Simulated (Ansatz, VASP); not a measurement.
MgO in VASP and in Ansatz

```
CELL_PARAMETERS angstrom
2.62335 0.00000 0.00000
0.00000 2.62335 0.00000
0.00000 0.00000 2.62335
ATOMIC_POSITIONS crystal
Mg 0.00000 0.00000 0.00000
O 0.50000 0.50000 0.50000
```

Alike in both runs: task single point; functional r2SCAN; k mesh 10 × 10 × 10; no spin polarisation.

|  | VASP | Ansatz |
| --- | --- | --- |
| version | VASP 6.6.1 | Ansatz 0.2.0 |
| potentials or method | VASP PAW PBE potentials, release 64 (Mg_sv, O) | plane waves, PAW |
| plane-wave cutoff (eV) | 920 | 500 |
| occupations | gaussian, width 0.01 eV | fixed |
| valence electrons in the cell | 16 | 16 |

```csv
,VASP,Ansatz,Ansatz less VASP
gap on the k mesh at the Fermi level (eV),3.52,3.49,-0.025
pressure (GPa),0.7,0.0,-0.66
```

VASP's potentials were made for PBE, not for r2SCAN.
